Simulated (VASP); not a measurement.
Write the native input for VASP 6.6.1 that does the following.

```
Task                   : relaxation of cell and atoms
Functional             : PBE
Potentials or basis    : VASP PAW PBE potentials, release 64 (Tb_3, B, Hg), 4f in core
Cutoff                 : 500 eV
k mesh                 : 4 × 4 × 4
Occupations            : gaussian, width 0.2 eV
Spin                   : no spin polarisation
Dipole correction      : no
Further INCAR settings : ALGO = Normal; EDIFF = 1e-07; IBRION = 2; EDIFFG = -0.08; NSW = 36; ISIF = 3
```

The structure of TbHgB4 lies in POSCAR:

```
TbHgB4
1.0
   -2.8490119300      2.8490119300      2.5319100000
    2.8490119300     -2.8490119300      2.5319100000
    2.8490119300      2.8490119300     -2.5319100000
Tb B Hg
1 4 1
Direct
    0.0000000000      0.0000000000      0.0000000000
    0.5000000000      0.8713519400      0.3713519400
    0.5000000000      0.1286480600      0.6286480600
    0.8713519400      0.5000000000      0.3713519400
    0.1286480600      0.5000000000      0.6286480600
    0.5000000000      0.5000000000      0.0000000000
```

The cell was generated, and may not be a known phase.

The input as run:

INCAR

```
SYSTEM = TbHgB4
ALGO = Normal ; EDIFF = 1E-7
EDIFFG = -0.08 ; ENCUT = 500
GGA = PE ; GGA_COMPAT = .False.
IBRION = 2 ; ISIF = 3
ISMEAR = 0 ; LASPH = .True.
LCHARG = .False. ; LMAXMIX = 6
LREAL = .False. ; LWAVE = .False.
NELM = 200 ; NELMIN = 4
NSW = 36 ; PREC = Accurate
SIGMA = 0.2
```

KPOINTS

```
k-points
0
Gamma
  4 4 4
  0 0 0
```

Potentials or basis: VASP PAW PBE potentials, release 64 (Tb_3, B, Hg), 4f in core.

Command:

```sh
$ cat potpaw_PBE.64/Tb_3/POTCAR potpaw_PBE.64/B/POTCAR potpaw_PBE.64/Hg/POTCAR > POTCAR
$ mpirun -np 1 vasp_std > vasp.out
```

Results of the run:

```
Relaxed volume                        : 16.56 Å³/atom
Relaxed cell                          : a = 5.058 Å, b = 5.058 Å, c = 5.058 Å, α = 111.24°, β = 111.24°, γ = 105.99°
Space group after relaxing (to 0.1 Å) : I4/mmm (No. 139)
Energy gained by relaxing             : 276.8 meV/atom
Ionic steps                           : 9
Pressure after relaxing               : 0.1 GPa
Largest force after relaxing          : 0.009 eV/Å
Band gap on the k mesh                : zero (an odd number of electrons rules out a gap without spin polarisation)
```

Caveat: the k points lie up to 0.38 Å⁻¹ apart in the final cell, too coarse for converged energies and pressures of a metal; the volume moved by over 15 % at a fixed basis, so the end points are rough; spin-orbit coupling is left out, which moves the levels of the heavy elements; the 4f electrons are frozen in the core, so they carry no moment and show no levels.

Wall time 2.4 min on 1 thread of Intel(R) Xeon(R) Platinum 8488C (Sapphire Rapids) (shared host), peak memory 0.23 GiB.
